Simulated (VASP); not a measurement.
Here is a VASP 6.6.1 calculation.

File INCAR:

```
SYSTEM = Al3Ga5P8
PREC = Accurate ; ENCUT = 500
EDIFF = 1E-6 ; ISMEAR = -1
SIGMA = 0.05 ; LREAL = Auto
LASPH = .True. ; NELM = 120
ALGO = Normal ; ISIF = 2
LWAVE = .False. ; LCHARG = .False.
GGA = PS ; NBANDS = 396
ISYM = -1 ; GGA_COMPAT = .False.
KPAR = 1
```

Contents of KPOINTS:

```
explicit points
1
Reciprocal
  0.25000000   0.25000000   0.25000000 1
```

File POSCAR:

```
Al3Ga5P8
1.0
   11.5325390000      0.0000000000      0.0000000000
   -0.0000010000     13.3166310000      0.0000000000
    0.0000000000      0.0000000000     12.6484900000
Ga Al P
30 18 48
Direct
    0.9965440000      0.1657860000      0.9991880000
    0.3319470000      0.1682850000      0.4995470000
    0.1684160000      0.4154580000      0.5000880000
    0.9982100000      0.6671580000      0.5027880000
    0.6660070000      0.1666690000      0.9989550000
    0.5022960000      0.4168530000      0.9996900000
    0.3364390000      0.6664030000      0.9991660000
    0.3335240000      0.6670960000      0.5002040000
    0.1650640000      0.9145600000      0.0003940000
    0.1640490000      0.9180920000      0.4994320000
    0.8333370000      0.4167510000      0.9974770000
    0.8332440000      0.4183870000      0.4988150000
    0.6679510000      0.6678350000      0.5010210000
    0.5012400000      0.9140160000      0.0004860000
    0.8324380000      0.9172420000      0.0003280000
    0.1662540000      0.0818120000      0.2504180000
    0.1642410000      0.0831020000      0.7506790000
    0.9994120000      0.3319670000      0.2491070000
    0.4994440000      0.0838560000      0.7489300000
    0.3316070000      0.3311640000      0.2480840000
    0.3342370000      0.3323460000      0.7528030000
    0.1635610000      0.5834550000      0.2494060000
    0.1661500000      0.5851270000      0.7507080000
    0.0015580000      0.8344660000      0.2516200000
    0.9980200000      0.8356080000      0.7498730000
    0.8318880000      0.0825360000      0.2536010000
    0.8332020000      0.0850010000      0.7498420000
    0.6650780000      0.3341520000      0.2506830000
    0.3302220000      0.8321810000      0.7505950000
    0.8341650000      0.5813270000      0.2482240000
    0.9990620000      0.1688020000      0.5001490000
    0.3340930000      0.1655330000      0.9996290000
    0.1659740000      0.4151550000      0.0005770000
    0.0009090000      0.6656950000      0.0016140000
    0.6658840000      0.1653630000      0.5002640000
    0.5022730000      0.4165280000      0.5009570000
    0.6647120000      0.6688980000      0.9976920000
    0.4974900000      0.9181330000      0.4983930000
    0.8325670000      0.9171240000      0.4985720000
    0.9985040000      0.3336050000      0.7464250000
    0.5007050000      0.0875810000      0.2492040000
    0.6659750000      0.3355380000      0.7514570000
    0.4971690000      0.5793340000      0.2514490000
    0.5012530000      0.5837520000      0.7490070000
    0.3332090000      0.8325770000      0.2514420000
    0.8356800000      0.5828160000      0.7506510000
    0.6677060000      0.8346690000      0.2515260000
    0.6668700000      0.8336740000      0.7500040000
    0.9980550000      0.1685770000      0.1882620000
    0.0038220000      0.1667630000      0.6894510000
    0.3351840000      0.1654350000      0.1885050000
    0.3330840000      0.1682980000      0.6903150000
    0.1653500000      0.4176580000      0.1890100000
    0.1666500000      0.4188840000      0.6874630000
    0.0033480000      0.6644650000      0.1872690000
    0.9989410000      0.6662430000      0.6873850000
    0.6677740000      0.1684180000      0.1870580000
    0.6655190000      0.1637290000      0.6880370000
    0.5013610000      0.4159380000      0.1850300000
    0.4985780000      0.4171100000      0.6896020000
    0.3341270000      0.6664220000      0.1876320000
    0.3345450000      0.6662330000      0.6876010000
    0.1648670000      0.9159580000      0.1860990000
    0.1684980000      0.9176160000      0.6877660000
    0.8325910000      0.4205530000      0.1852330000
    0.8344610000      0.4167020000      0.6845970000
    0.6657680000      0.6669330000      0.1863300000
    0.6672740000      0.6674080000      0.6881770000
    0.4998040000      0.9184860000      0.1880510000
    0.5030270000      0.9157700000      0.6863440000
    0.8319490000      0.9149870000      0.1866530000
    0.8320830000      0.9163340000      0.6866630000
    0.1699460000      0.0827810000      0.4393680000
    0.1652220000      0.0850760000      0.9376980000
    0.0015220000      0.3333690000      0.4346300000
    0.0026690000      0.3314030000      0.9384270000
    0.4982210000      0.0827440000      0.4365230000
    0.5008100000      0.0821980000      0.9363310000
    0.3335660000      0.3349440000      0.4363400000
    0.3330510000      0.3335340000      0.9386020000
    0.1654640000      0.5827410000      0.4369420000
    0.1661310000      0.5815350000      0.9382750000
    0.0013550000      0.8346660000      0.4367100000
    0.0012010000      0.8355500000      0.9370470000
    0.8337090000      0.0852000000      0.4395240000
    0.8311550000      0.0846810000      0.9375320000
    0.6669560000      0.3335510000      0.4344290000
    0.6675050000      0.3332840000      0.9390260000
    0.4972930000      0.5832550000      0.4373140000
    0.4994390000      0.5832740000      0.9363110000
    0.3343860000      0.8339440000      0.4391530000
    0.3318920000      0.8356570000      0.9389460000
    0.8342630000      0.5821810000      0.4371140000
    0.8345430000      0.5851640000      0.9386120000
    0.6669410000      0.8338810000      0.4373070000
    0.6671100000      0.8323180000      0.9375140000
```

Potentials or basis: VASP PAW PBE potentials, release 64 (Ga_d, Al, P).

The run is started by

```console
$ cat potpaw_PBE.64/Ga_d/POTCAR potpaw_PBE.64/Al/POTCAR potpaw_PBE.64/P/POTCAR > POTCAR
$ mpirun -np 4 vasp_std > vasp.out
```

Task: Predict the band gap on the k mesh.

Result: 1.77 eV.

Task: Estimate the largest force.

Result: 0.885 eV/Å.

Task: Predict the pressure.

Result: 0.1 GPa.

Stress tensor (GPa, compression positive):
```
0.09 0.07 0.22
0.07 0.18 0.03
0.22 0.03 0.11
```

Caveat: the PAW data sets were made with another functional, which shifts forces and pressure a little; a shifted mesh leaves out Γ, where band edges can lie. A k mesh can miss the band edges.
